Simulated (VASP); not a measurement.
# GaAs (F-43m) in VASP: notebook

Runs on GaAs. Level: PBE. Tasks: single point.

Everything below comes from runs of VASP 6.6.1. Logs are shortened: lines on timing, memory, paths and dates and some standing lists are left out, and cuts for length are marked.

## Step 1: The cell of the first run

It takes space group F-43m (No. 216, cubic). Conventional cell: a = 5.496 Å, b = 5.496 Å, c = 5.496 Å, α = 90.00°, β = 90.00°, γ = 90.00°. Ga (site symmetry -43m) has 4 As at 2.38 Å within 3.1 Å. As (site symmetry -43m) has 4 Ga at 2.38 Å within 3.1 Å.

## Step 2: Single point, PBE (strain -3.0%)

Input file INCAR:

```
  ALGO = Normal
  EDIFF = 1E-6
  ENCUT = 520
  GGA = PE
  ISIF = 2
  ISMEAR = -1
  LASPH = T
  LCHARG = T
  LELF = T
  LREAL = F
  LVHAR = T
  LWAVE = F
  NBANDS = 16
  NELM = 100
  PREC = Accurate
  SIGMA = 0.02
```

Input file KPOINTS:

```
k-points
0
Gamma
  8 8 8
```

Input file POSCAR:

```
GaAs
1.0
    0.0000000000      2.7480925426      2.7480925426
    2.7480925426      0.0000000000      2.7480925426
    2.7480925426      2.7480925426      0.0000000000
Ga As
1 1
Direct
    0.0000000000      0.0000000000      0.0000000000
    0.2500000000      0.2500000000      0.2500000000
```

Potentials or basis: VASP PAW PBE potentials, release 64 (Ga_d, As).

Command:

```console
> cat potpaw_PBE.64/Ga_d/POTCAR potpaw_PBE.64/As/POTCAR > POTCAR
> mpirun -np 1 vasp_std > vasp.out
```

OUTCAR:

```text
EDIFF = 1E-6
   ENCUT = 520
   GGA = PE
   ISIF = 2
   ISMEAR = -1
   LASPH = T
   LREAL = F
   NELM = 100
   PREC = Accurate

 ion  position               nearest neighbor table
   1  0.000  0.000  0.000-   2 2.38   2 2.38   2 2.38   2 2.38
   2  0.250  0.250  0.250-   1 2.38   1 2.38   1 2.38   1 2.38

  LATTYP: Found a face centered cubic cell.
 ALAT       =     5.4961850852

  Lattice vectors:

 A1 = (   0.0000000000,   2.7480925426,   2.7480925426)
 A2 = (   2.7480925426,   0.0000000000,   2.7480925426)
 A3 = (   2.7480925426,   2.7480925426,   0.0000000000)

Analysis of symmetry for initial positions (statically):
=====================================================================
 Subroutine PRICEL returns:
 Original cell was already a primitive cell.

 Routine SETGRP: Setting up the symmetry group for a
 face centered cubic supercell.

 Subroutine GETGRP returns: Found 24 space group operations
 (whereof 24 operations were pure point group operations)
 out of a pool of 48 trial point group operations.

The static configuration has the point symmetry T_d .

Analysis of symmetry for dynamics (positions and initial velocities):
=====================================================================
 Subroutine PRICEL returns:
 Original cell was already a primitive cell.

 Routine SETGRP: Setting up the symmetry group for a
 face centered cubic supercell.

 Subroutine GETGRP returns: Found 24 space group operations
 (whereof 24 operations were pure point group operations)
 out of a pool of 48 trial point group operations.

The dynamic configuration has the point symmetry T_d .

 Subroutine INISYM returns: Found 24 space group operations
 (whereof 24 operations are pure point group operations),
 and found     1 'primitive' translations

----------------------------------------------------------------------------------------

                                     Primitive cell

  volume of cell :      41.5073

  direct lattice vectors                    reciprocal lattice vectors
     0.000000000  2.748092543  2.748092543    -0.181944382  0.181944382  0.181944382
     2.748092543  0.000000000  2.748092543     0.181944382 -0.181944382  0.181944382
[... 75 lines left out ...]
 SYSTEM =  unknown system
   PREC   = accura    normal or accurate (medium, high low for compatibility)
   ISTART =      0    job   : 0-new  1-cont  2-samecut
   ICHARG =      2    charge: 1-file 2-atom 10-const
   ISPIN  =      1    spin polarized calculation?
   LNONCOLLINEAR =      F non collinear calculations
   LSORBIT =      F    spin-orbit coupling
   LASPH  =      T    aspherical Exc in radial PAW
   ENCUT  =  520.0 eV  38.22 Ry    6.18 a.u.   7.23  7.23  7.23*2*pi/ulx,y,z
   NELM   =    100;   NELMIN=  2; NELMDL= -5     # of ELM steps
   EDIFF  = 0.1E-05   stopping-criterion for ELM
   LREAL  =      F    real-space projection
   EDIFFG = 0.1E-04   stopping-criterion for IOM
   NSW    =      0    number of steps for IOM
   IBRION =     -1    ionic relax: 0-MD 1-quasi-New 2-CG
   NFREE  =      0    steps in history (QN), initial steepest desc. (CG)
   ISIF   =      2    stress and relaxation
   ISYM   =      2    0-nonsym 1-usesym 2-fastsym
   POTIM  = 0.5000    time-step for ionic-motion
   TEBEG  =    0.0;   TEEND  =   0.0 temperature during run
   PSTRESS=    0.0 pullay stress
   NELECT =      18.0000    total number of electrons
   NUPDOWN=      -1.0000    fix difference up-down
   EMIN   =  10.00;   EMAX   =-10.00  energy-range for DOS
   EFERMI =   0.00;   METHOD = LEGACY
   ISMEAR =    -1;   SIGMA  =   0.02  broadening in eV -4-tet -1-fermi 0-gaus
   EFERMI_NEDOS =   21; number of points for ismear=-14 and -15
   IALGO  =     38    algorithm
   IMIX   =      4    mixing-type and parameters
     AMIX     =   0.40;   BMIX     =  1.00
     AMIX_MAG =   1.60;   BMIX_MAG =  1.00
  volume/ion in A,a.u.               =      20.75       140.05
  Fermi-wavevector in a.u.,A,eV,Ry     =   1.239151  2.341656 20.891688  1.535496
  Thomas-Fermi vector in A             =   2.373647
   LORBIT       =      0    0 simple, 1 ext, 2 COOP (PROOUT), +10 PAW based schemes
   GGA     = PE    functional components
   LHFCALC =     F    Hartree Fock is set to
   AEXX    =    0.0000 exact exchange contribution
   IVDW    =     0    specifies the selected vdW correction
   LEPSILON=     F    determine dielectric tensor
   LRPA    =     F    only Hartree local field effects (RPA)
 non-spin polarized calculation
  energy-cutoff  :      520.00
  volume of cell :       41.51
 maximum number of plane-waves:      1139
 NGX is ok and might be reduce to    30
   NGX = 15   NGY = 15   NGZ = 15

 number of electron      18.0000000 magnetization

 Free energy of the ion-electron system (eV)
  ---------------------------------------------------
  ext. energy  EPLUGINS =         0.00000000
  ---------------------------------------------------
  free energy    TOTEN  =        -8.08454674 eV

  energy without entropy =       -8.08454674  energy(sigma->0) =       -8.08454674

 E-fermi :   5.1960     XC(G=0):  -9.9746

 val. band max:        4.7690624977   @ k =   0.0000   0.0000   0.0000
 cond. band min:       5.9475270799   @ k =   0.0000   0.0000   0.0000
 fundamental gap:      1.1784645822
 Fermi energy:         5.1960378386

 k-point     1 :       0.0000    0.0000    0.0000
  band No.  band energies     occupation
      1     -10.2189      2.00000
      2     -10.2189      2.00000
      3     -10.2189      2.00000
      4     -10.1164      2.00000
      5     -10.1164      2.00000
      6      -8.6024      2.00000
[... 433 lines left out ...]
      3     -10.1761      2.00000
      4     -10.1227      2.00000
      5     -10.1120      2.00000
      6      -6.1662      2.00000
[... 8 lines left out ...]
     15      16.6579      0.00000
     16      17.4152      0.00000

 [... further k-points ...]
[... 5 lines left out ...]
  --------------------------------------------------------------------------------------
  -------------------------------------------------------------------------------------
  Total        2.9248305      2.9248305      2.9248305      0.0000000     -0.0000000      0.0000000
  in kB      112.8982536    112.8982536    112.8982536      0.0000000     -0.0000000      0.0000000
  external PRESSURE =     112.8982536 kB  Pullay stress =       0.0000000 kB

 VOLUME and BASIS-vectors are now :
 -----------------------------------------------------------------------------
  energy-cutoff  :      520.00
  volume of cell :       41.51
      direct lattice vectors                 reciprocal lattice vectors
     0.000000000  2.748092543  2.748092543    -0.181944382  0.181944382  0.181944382
     2.748092543  0.000000000  2.748092543     0.181944382 -0.181944382  0.181944382
     2.748092543  2.748092543  0.000000000     0.181944382  0.181944382 -0.181944382

 POSITION                                       TOTAL-FORCE (eV/Angst)
 -----------------------------------------------------------------------------------
      0.00000      0.00000      0.00000        -0.000000      0.000000     -0.000000
      1.37405      1.37405      1.37405         0.000000     -0.000000      0.000000
 -----------------------------------------------------------------------------------
    total drift:                                0.000001      0.000001      0.000001

  FREE ENERGIE OF THE ION-ELECTRON SYSTEM (eV)
  ---------------------------------------------------
  free  energy   TOTEN  =        -8.0845467370 eV

  energy  without entropy=       -8.0845467370  energy(sigma->0) =       -8.08454674
```

OSZICAR:

```text
N       E                     dE             d eps       ncg     rms          rms(c)
DAV:   1     0.851620493479E+02    0.85162E+02   -0.89179E+03   952   0.159E+03
DAV:   2    -0.182351895516E+01   -0.86986E+02   -0.82701E+02  1040   0.320E+02
DAV:   3    -0.817669706812E+01   -0.63532E+01   -0.63349E+01  1152   0.664E+01
DAV:   4    -0.826277961756E+01   -0.86083E-01   -0.86075E-01  1088   0.845E+00
DAV:   5    -0.826397108486E+01   -0.11915E-02   -0.11915E-02  1160   0.926E-01    0.318E+00
DAV:   6    -0.810889437712E+01    0.15508E+00   -0.21329E-01  1416   0.868E+00    0.195E+00
DAV:   7    -0.808329994544E+01    0.25594E-01   -0.76554E-02  1160   0.213E+00    0.573E-01
DAV:   8    -0.808405480218E+01   -0.75486E-03   -0.11234E-02  1120   0.122E+00    0.146E-01
DAV:   9    -0.808444107117E+01   -0.38627E-03   -0.96927E-04  1072   0.332E-01    0.457E-02
DAV:  10    -0.808450213732E+01   -0.61066E-04   -0.80263E-05  1248   0.114E-01    0.249E-02
DAV:  11    -0.808454650179E+01   -0.44364E-04   -0.61027E-05  1032   0.626E-02    0.260E-03
DAV:  12    -0.808454673700E+01   -0.23521E-06   -0.12636E-06  1032   0.187E-02
   1 F= -.80845467E+01 E0= -.80845467E+01  d E =-.280224E-11
```

stdout:

```text
POSCAR found type information on POSCAR GaAs
 POSCAR found :  2 types and       2 ions
 scaLAPACK will be used
 LDA part: xc-table for (Slater+PW92), standard interpolation
 POSCAR, INCAR and KPOINTS ok, starting setup
 FFT: planning ... GRIDC
 FFT: planning ... GRID_SOFT
 FFT: planning ... GRID
 WAVECAR not read
 entering main loop
```

Wall time 38 s (1 thread of Intel Xeon Platinum 8175M at 2.50GHz (Skylake/Cascade Lake), shared host); peak memory 0.17 GiB.

What came out:

- Free energy: -8.0845 eV
- Pressure: 11.3 GPa
- Band gap on the k mesh: 1.18 eV

Caveat: the cell differs from its parent crystal (strain -3.0%); the cell stands under pressure. A k mesh can miss the band edges.

## Step 3: Single point, PBE (strain -2.0%)

Input file INCAR:

```
  ALGO = Normal
  EDIFF = 1E-7
  ENCUT = 520
  GGA = PE
  ISIF = 2
  ISMEAR = -1
  LASPH = True
  LCHARG = True
  LELF = True
  LREAL = False
  LVHAR = True
  LWAVE = False
  NBANDS = 16
  NELM = 80
  PREC = Accurate
  SIGMA = 0.02
```

KPOINTS is that of step 2.

Input file POSCAR:

```
GaAs
1.0
    0.0000000000      2.7764233935      2.7764233935
    2.7764233935      0.0000000000      2.7764233935
    2.7764233935      2.7764233935      0.0000000000
Ga As
1 1
Direct
    0.0000000000      0.0000000000      0.0000000000
    0.2500000000      0.2500000000      0.2500000000
```

Potentials or basis: VASP PAW PBE potentials, release 64 (Ga_d, As).

Command:

```console
> cat potpaw_PBE.64/Ga_d/POTCAR potpaw_PBE.64/As/POTCAR > POTCAR
> mpirun -np 1 vasp_std > vasp.out
```

Run time: 39 s. Hardware: 1 thread of Intel Xeon Platinum 8175M at 2.50GHz (Skylake/Cascade Lake), shared host; peak memory 0.17 GiB.

Results (log left out):

```yaml
Free_energy: -8.1628 eV
Pressure: 8.1 GPa
Band_gap_on_the_k_mesh: 0.94 eV
```

Levels at points of the mesh, in eV from the valence-band top:
| k point | band 7 | band 8 | band 9 | band 10 | band 11 | band 12 |
| --- | --- | --- | --- | --- | --- | --- |
| (0.00, 0.00, 0.00) | 0.00 | 0.00 | 0.00 | 0.94 | 3.74 | 3.74 |
| (0.50, 0.00, 0.00) | -6.95 | -1.23 | -1.23 | 1.15 | 4.65 | 4.65 |
| (0.50, 0.50, 0.00) | -7.08 | -2.88 | -2.88 | 1.35 | 1.62 | 10.60 |

Caveat: the cell differs from its parent crystal (strain -2.0%); the cell stands under pressure.

## Step 4: Single point, PBE (strain +1.0%)

Input file INCAR:

```
SYSTEM = GaAs
PREC     = Accurate       ! precision mode
ENCUT    = 520            ! plane-wave cutoff, eV
EDIFF    = 1E-7           ! SCF threshold, eV
ISMEAR   = -1             ! smearing method
SIGMA    = 0.02           ! smearing width, eV
LREAL    = .False.        ! projectors in reciprocal space
LASPH    = .True.         ! aspherical terms in the spheres
NELM     = 100            ! most SCF steps
ALGO     = Normal         ! electronic algorithm
ISIF     = 2              ! what is computed and relaxed
LWAVE    = .False.        ! write WAVECAR
LCHARG   = .True.         ! write CHGCAR
GGA      = PE             ! functional
LELF     = .True.         ! ELF
LVHAR    = .True.       
NBANDS   = 16             ! bands
```

Input file KPOINTS:

```
regular mesh
0
Gamma
  8 8 8
  0 0 0
```

Input file POSCAR:

```
GaAs
1.0
    0.0000000000      2.8614159464      2.8614159464
    2.8614159464      0.0000000000      2.8614159464
    2.8614159464      2.8614159464      0.0000000000
Ga As
1 1
Direct
    0.0000000000      0.0000000000      0.0000000000
    0.2500000000      0.2500000000      0.2500000000
```

Potentials or basis: VASP PAW PBE potentials, release 64 (Ga_d, As).

Command:

```console
> cat potpaw_PBE.64/Ga_d/POTCAR potpaw_PBE.64/As/POTCAR > POTCAR
> mpirun -np 1 vasp_std > vasp.out
```

OUTCAR:

```text
SYSTEM = GaAs
   PREC = Accurate
   ENCUT = 520
   EDIFF = 1E-7
   ISMEAR = -1
   LREAL = .False.
   LASPH = .True.
   NELM = 100
   ISIF = 2
   GGA = PE

 ion  position               nearest neighbor table
   1  0.000  0.000  0.000-   2 2.48   2 2.48   2 2.48   2 2.48
   2  0.250  0.250  0.250-   1 2.48   1 2.48   1 2.48   1 2.48

  LATTYP: Found a face centered cubic cell.
 ALAT       =     5.7228318928

  Lattice vectors:

 A1 = (   0.0000000000,   2.8614159464,   2.8614159464)
 A2 = (   2.8614159464,   0.0000000000,   2.8614159464)
 A3 = (   2.8614159464,   2.8614159464,   0.0000000000)

Analysis of symmetry for initial positions (statically):
=====================================================================
 Subroutine PRICEL returns:
 Original cell was already a primitive cell.

 Routine SETGRP: Setting up the symmetry group for a
 face centered cubic supercell.

 Subroutine GETGRP returns: Found 24 space group operations
 (whereof 24 operations were pure point group operations)
 out of a pool of 48 trial point group operations.

The static configuration has the point symmetry T_d .

Analysis of symmetry for dynamics (positions and initial velocities):
=====================================================================
 Subroutine PRICEL returns:
 Original cell was already a primitive cell.

 Routine SETGRP: Setting up the symmetry group for a
 face centered cubic supercell.

 Subroutine GETGRP returns: Found 24 space group operations
 (whereof 24 operations were pure point group operations)
 out of a pool of 48 trial point group operations.

The dynamic configuration has the point symmetry T_d .

 Subroutine INISYM returns: Found 24 space group operations
 (whereof 24 operations are pure point group operations),
 and found     1 'primitive' translations

[... 105 lines left out ...]
   NELECT =      18.0000    total number of electrons
   NUPDOWN=      -1.0000    fix difference up-down
   EMIN   =  10.00;   EMAX   =-10.00  energy-range for DOS
   EFERMI =   0.00;   METHOD = LEGACY
   ISMEAR =    -1;   SIGMA  =   0.02  broadening in eV -4-tet -1-fermi 0-gaus
   EFERMI_NEDOS =   21; number of points for ismear=-14 and -15
   IALGO  =     38    algorithm
   IMIX   =      4    mixing-type and parameters
     AMIX     =   0.40;   BMIX     =  1.00
     AMIX_MAG =   1.60;   BMIX_MAG =  1.00
  volume/ion in A,a.u.               =      23.43       158.10
  Fermi-wavevector in a.u.,A,eV,Ry     =   1.190076  2.248917 19.269669  1.416281
  Thomas-Fermi vector in A             =   2.326169
   LORBIT       =      0    0 simple, 1 ext, 2 COOP (PROOUT), +10 PAW based schemes
   GGA     = PE    functional components
   LHFCALC =     F    Hartree Fock is set to
   AEXX    =    0.0000 exact exchange contribution
   IVDW    =     0    specifies the selected vdW correction
   LEPSILON=     F    determine dielectric tensor
   LRPA    =     F    only Hartree local field effects (RPA)
 non-spin polarized calculation
  energy-cutoff  :      520.00
  volume of cell :       46.86
 maximum number of plane-waves:      1283
   NGX = 15   NGY = 15   NGZ = 15

 number of electron      17.9999984 magnetization

 Free energy of the ion-electron system (eV)
  ---------------------------------------------------
  ext. energy  EPLUGINS =         0.00000000
  ---------------------------------------------------
  free energy    TOTEN  =        -8.26945195 eV

  energy without entropy =       -8.26944805  energy(sigma->0) =       -8.26945000

 E-fermi :   3.7326     XC(G=0):  -9.4240

 val. band max:        3.5973113219   @ k =   0.0000   0.0000   0.0000
 cond. band min:       3.8459419499   @ k =   0.0000   0.0000   0.0000
 fundamental gap:      0.2486306279
 Fermi energy:         3.7326364129

 k-point     1 :       0.0000    0.0000    0.0000
  band No.  band energies     occupation
      1     -11.1506      2.00000
      2     -11.1506      2.00000
      3     -11.1506      2.00000
      4     -11.0800      2.00000
      5     -11.0800      2.00000
      6      -8.8725      2.00000
[... 433 lines left out ...]
      3     -11.1220      2.00000
      4     -11.0836      2.00000
      5     -11.0768      2.00000
      6      -6.8965      2.00000
[... 8 lines left out ...]
     15      15.0862      0.00000
     16      15.5211      0.00000

 [... further k-points ...]
[... 5 lines left out ...]
  --------------------------------------------------------------------------------------
  -------------------------------------------------------------------------------------
  Total        0.2597558      0.2597558      0.2597558      0.0000000     -0.0000000      0.0000000
  in kB        8.8818383      8.8818383      8.8818383      0.0000000     -0.0000000      0.0000000
  external PRESSURE =       8.8818383 kB  Pullay stress =       0.0000000 kB

 VOLUME and BASIS-vectors are now :
 -----------------------------------------------------------------------------
  energy-cutoff  :      520.00
  volume of cell :       46.86
      direct lattice vectors                 reciprocal lattice vectors
     0.000000000  2.861415946  2.861415946    -0.174738664  0.174738664  0.174738664
     2.861415946  0.000000000  2.861415946     0.174738664 -0.174738664  0.174738664
     2.861415946  2.861415946  0.000000000     0.174738664  0.174738664 -0.174738664

 POSITION                                       TOTAL-FORCE (eV/Angst)
 -----------------------------------------------------------------------------------
      0.00000      0.00000      0.00000        -0.000000     -0.000000     -0.000000
      1.43071      1.43071      1.43071         0.000000      0.000000      0.000000
 -----------------------------------------------------------------------------------
    total drift:                                0.000002      0.000002      0.000002

  FREE ENERGIE OF THE ION-ELECTRON SYSTEM (eV)
  ---------------------------------------------------
  free  energy   TOTEN  =        -8.2694519469 eV

  energy  without entropy=       -8.2694480537  energy(sigma->0) =       -8.26945000
```

stdout:

```text
POSCAR found type information on POSCAR GaAs
 POSCAR found :  2 types and       2 ions
 scaLAPACK will be used
 LDA part: xc-table for (Slater+PW92), standard interpolation
 POSCAR, INCAR and KPOINTS ok, starting setup
 FFT: planning ... GRIDC
 FFT: planning ... GRID_SOFT
 FFT: planning ... GRID
 WAVECAR not read
 entering main loop
```

It took 43 s on 1 thread of Intel Xeon Platinum 8175M at 2.50GHz (Skylake/Cascade Lake), shared host; peak memory 0.17 GiB.

Results:

```yaml
Free_energy: -8.2695 eV
Pressure: 0.9 GPa
Band_gap_on_the_k_mesh: 0.25 eV
```

Levels at points of the mesh, in eV from the valence-band top:
```
           k point  band 5  band 6  band 7  band 8  band 9  band 10  band 11  band 12  band 13  band 14
(0.00, 0.00, 0.00)  -14.68  -12.47    0.00    0.00    0.00     0.25     3.72     3.72     3.72     7.48
(0.50, 0.00, 0.00)  -14.67  -10.82   -6.45   -1.09   -1.09     0.90     4.62     4.62     7.71    10.13
(0.50, 0.50, 0.00)  -14.67  -10.12   -6.65   -2.55   -2.55     1.53     1.67     9.88     9.88    10.65
```

Caveat: the cell differs from its parent crystal (strain +1.0%).

## Step 5: Overview

| cell | gap on the mesh (eV) | pressure (GPa) |
| --- | --- | --- |
| a = 3.886 Å, angles 60.0°, 2 atoms | 1.18 | 11.3 |
| a = 3.926 Å, angles 60.0°, 2 atoms | 0.94 | 8.1 |
| a = 4.047 Å, angles 60.0°, 2 atoms | 0.25 | 0.9 |

Alike in all rows: task single point; level PBE; potentials or basis VASP PAW PBE potentials, release 64 (Ga_d, As); no spin polarisation; k mesh 8 × 8 × 8; cutoff (eV) 520; smearing fermi-dirac 0.02 eV.

Caveats: the cell stands under pressure (at least some runs).

Total energies depend on the potentials used, so only differences within one code and one set of settings carry meaning.
